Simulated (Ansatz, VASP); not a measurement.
CaF2 in VASP and in Ansatz

POSCAR

```
CaF2
1.0
    0.0000000000      2.6060068406      2.6060068406
    2.6060068406      0.0000000000      2.6060068406
    2.6060068406      2.6060068406      0.0000000000
Ca F
1 2
Direct
    0.0000000000      0.0000000000      0.0000000000
    0.2500000000      0.2500000000      0.2500000000
    0.7500000000      0.7500000000      0.7500000000
```

The input INCAR.step1:

```
  PREC = Accurate
  ENCUT = 660
  ISMEAR = 0
  SIGMA = 0.02
  LREAL = False
  LASPH = True
  NELM = 120
  NBANDS = 19
  GGA = PE
  ALGO = Normal
  EDIFF = 1E-5
  LWAVE = True
  LCHARG = False
  GGA_COMPAT = False
```

File INCAR.step2:

```
  PREC = Accurate
  ENCUT = 660
  EDIFF = 1E-6
  ISMEAR = 0
  SIGMA = 0.02
  LREAL = False
  LASPH = True
  NELM = 120
  ALGO = Normal
  ISIF = 2
  LWAVE = False
  LCHARG = False
  METAGGA = R2SCAN
  LMIXTAU = True
  NBANDS = 19
  ISTART = 1
  GGA_COMPAT = False
```

KPOINTS

```
regular mesh
0
Gamma
  8 8 8
```

Input for Ansatz:

```yaml
crystal:
  lattice:
    - [0.0, 2.6060068406, 2.6060068406]
    - [2.6060068406, 0.0, 2.6060068406]
    - [2.6060068406, 2.6060068406, 0.0]
  atoms:
    - { symbol: Ca, position: [0.0, 0.0, 0.0] }
    - { symbol: F, position: [0.25, 0.25, 0.25] }
    - { symbol: F, position: [0.75, 0.75, 0.75] }
basis:
  ecutwfc: 500
kpoints:
  mp_grid: { grid: [8, 8, 8] }
hamiltonian:
  xc: r2scan
scf:
  occupations: { method: gaussian, width: 0.02 }
output:
  forces: true
  stress: true
  eigenvalues: true
  write_density: true
  write_potential: true
  elf: true
  volumetric_format: npy
```

Alike in both runs: task single point; functional r2SCAN; k mesh 8 × 8 × 8; occupations gaussian, width 0.02 eV; no spin polarisation.

```csv
,VASP,Ansatz
version,VASP 6.6.1,Ansatz 0.2.0
potentials or method,"VASP PAW PBE potentials, release 64 (Ca_sv, F), cutoff 660 eV","scalar-relativistic, plane waves, PAW"
valence electrons in the cell,24,24
```

Ansatz gave:

| Quantity | Value |
| --- | --- |
| gap on the k mesh at the Fermi level (eV) | 8.84 |
| least direct gap on the mesh (eV) | 9.12 |
| pressure (GPa) | 15.3 |

Task: What did VASP give for the same quantities?

Result: gap on the k mesh at the Fermi level (eV): 8.83; least direct gap on the mesh (eV): 9.11; pressure (GPa): 16.2.

VASP's potentials were made for PBE, not for r2SCAN. With one functional, cell and mesh, what is left measures potentials, basis and numerics.
